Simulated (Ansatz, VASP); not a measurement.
Two plane-wave programs on Ga5P4

```
Ga P
1.0
     3.89267    0.00000    0.00000
     0.00000    3.89267    0.00000
     0.00000    0.00000   26.01015
Ga P
5 4
Direct
  0.50000 0.50000 0.28309
  0.00000 0.00000 0.39402
  0.50000 0.50000 0.50000
  0.00000 0.00000 0.60598
  0.50000 0.50000 0.71691
  0.50000 0.00000 0.34105
  0.00000 0.50000 0.44701
  0.50000 0.00000 0.55299
  0.00000 0.50000 0.65895
```

Alike in both runs: functional PBE; k mesh 7 × 7 × 1; occupations gaussian, width 0.05 eV; no spin polarisation.

Ansatz relaxed the structure, and its values are those at the end. VASP's run is a single point on that final structure, the one shown.

|  | VASP | Ansatz |
| --- | --- | --- |
| version | VASP 6.6.1 | Ansatz 0.2.0 |
| potentials or method | VASP PAW PBE potentials, release 64 (Ga_d, P), cutoff 520 eV | scalar-relativistic, plane waves, PAW |
| valence electrons in the cell | 85 | 85 |

Ansatz gave:

- gap on the k mesh at the Fermi level (eV): none
- rms of the force components (eV/Å): 0.001

Question: Estimate VASP's values.

Answer: gap on the k mesh at the Fermi level (eV): none; rms of the force components (eV/Å): 0.004.

A gap of «none» marks a metal or a gap that the smearing closes. The functional is the same, so the differences come from potentials, cutoffs and numerics. Ansatz's warnings: xc potential rough in thin density.
